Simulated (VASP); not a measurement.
Here is a VASP 6.6.1 calculation.

The input INCAR:

```
ALGO = Normal
EDIFF = 1E-6
ENCUT = 520
GGA = PE
ISIF = 2
ISMEAR = 0
LASPH = True
LCHARG = False
LREAL = False
LWAVE = False
NBANDS = 73
NELM = 100
PREC = Accurate
SIGMA = 0.1
```

File KPOINTS:

```
k-points
0
Gamma
  3 3 3
```

POSCAR

```
Ge
1.0
    4.0153962298      2.3182900942      3.7875454418
   -4.0153962298      2.3182900942      3.7875454418
    0.0000000000     -4.6365801884      3.7875454418
Ge
9
Direct
    0.7450275629      0.8007699974      0.4393371475
    0.4393371475      0.7450275629      0.8007699974
    0.8007699974      0.4393371475      0.7450275629
    0.5606628525      0.1992300026      0.2549724371
    0.1992300026      0.2549724371      0.5606628525
    0.2549724371      0.5606628525      0.1992300026
    0.1571579522      0.8428420478      0.5000000000
    0.5000000000      0.1571579522      0.8428420478
    0.8428420478      0.5000000000      0.1571579522
```

Potentials or basis: VASP PAW PBE potentials, release 64 (Ge_d).

The run is started by

```sh
$ cat potpaw_PBE.64/Ge_d/POTCAR > POTCAR
$ mpirun -np 1 vasp_std > vasp.out
```

(1) What does it give for the pressure?

(2) What does it give for the band gap on the k mesh?

(3) Estimate the largest force.

## Answers

(1) 0.0 GPa.

(2) zero (bands 63 and 64 overlap by 0.69 eV).

(3) 0.007 eV/Å.

Caveat: semilocal functionals underestimate gaps, and a narrow one can read as zero.
